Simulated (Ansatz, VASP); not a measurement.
## One calculation of V, two programs

```
V
1.0
    -1.56941    1.56941    1.56941
     1.56941   -1.56941    1.56941
     1.56941    1.56941   -1.56941
V
1
Direct
  0.00000 0.00000 0.00000
```

Alike in both runs: task single point; functional RPBE; k mesh 24 × 24 × 24; occupations fermi-dirac, width 0.1 eV; no spin polarisation.

|  | VASP | Ansatz |
| --- | --- | --- |
| version | VASP 6.6.1 | Ansatz 0.2.0 |
| potentials or method | VASP PAW PBE potentials, release 64 (V_sv), cutoff 520 eV | plane waves (420 eV) with PAW, scalar-relativistic |
| valence electrons in the cell | 13 | 13 |

Ansatz gave:

- pressure (GPa): -15.4

Q: What did VASP give for the same quantities?

A: Pressure (GPa): -15.2.

VASP's potentials were made for PBE, not for RPBE.
